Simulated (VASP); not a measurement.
A run of VASP 6.6.1:

File INCAR:

```
SYSTEM = Tl
  PREC = Accurate
  ENCUT = 520
  EDIFF = 1E-6
  ISMEAR = 0
  SIGMA = 0.15
  LREAL = .False.
  LASPH = .True.
  NELM = 100
  ALGO = Fast
  ISIF = 2
  LWAVE = .False.
  LCHARG = .False.
  GGA = PS
  NBANDS = 20
```

KPOINTS

```
regular mesh
0
Gamma
  18 18 10
  0 0 0
```

POSCAR

```
Tl
1.0
    3.7324782250      0.0000000000      0.0000000000
   -1.8662391125      3.2324209619      0.0000000000
    0.0000000000      0.0000000000      5.9670000000
Tl
2
Direct
    0.3333333333      0.6666666667      0.2500000000
    0.6666666667      0.3333333333      0.7500000000
```

Potentials or basis: VASP PAW PBE potentials, release 64 (Tl_d).

Command:

```bash
$ cat potpaw_PBE.64/Tl_d/POTCAR > POTCAR
$ mpirun -np 1 vasp_std > vasp.out
```

Hardware: 1 thread of Intel(R) Xeon(R) 6975P-C (Granite Rapids) (shared host).

Q: How long does it take, and how much memory?

A: It took 82 s on 1 thread of Intel(R) Xeon(R) 6975P-C (Granite Rapids) (shared host), peak memory 0.37 GiB. Counts: scf iterations 11, k points 222.
